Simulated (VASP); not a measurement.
A run of VASP 6.6.1:

The input INCAR:

```
  ALGO = Normal
  EDIFF = 1E-6
  EDIFFG = -0.01
  ENCUT = 600
  GGA = PE
  IBRION = 2
  ISIF = 3
  ISMEAR = 0
  LASPH = True
  LCHARG = False
  LREAL = False
  LWAVE = False
  NELM = 60
  NSW = 100
  PREC = Accurate
  SIGMA = 0.1
```

Contents of KPOINTS:

```
k-points
0
Gamma
  22 22 16
```

File POSCAR:

```
RhO
1.0
    2.5340970647      0.0000000000      0.0000000000
    0.0000000000      2.5340970647      0.0000000000
    0.0000000000      0.0000000000      3.3214772242
Rh O
1 1
Direct
    0.5000000000      0.5000000000      0.5000000000
    0.0000000000      0.0000000000      0.0000000000
```

Potentials or basis: VASP PAW PBE potentials, release 64 (Rh_pv, O).

The run is started by

```console
$ cat potpaw_PBE.64/Rh_pv/POTCAR potpaw_PBE.64/O/POTCAR > POTCAR
$ mpirun -np 1 vasp_std > vasp.out
```

Hardware: 1 thread of Intel(R) Xeon(R) Platinum 8259CL CPU @ 2.50GHz (Skylake/Cascade Lake) (shared host).

Estimate the wall time of this run.

It took 11 min on 1 thread of Intel(R) Xeon(R) Platinum 8259CL CPU @ 2.50GHz (Skylake/Cascade Lake) (shared host), peak memory 0.38 GiB. Counts: scf iterations 65, k points 702, ion steps 7.
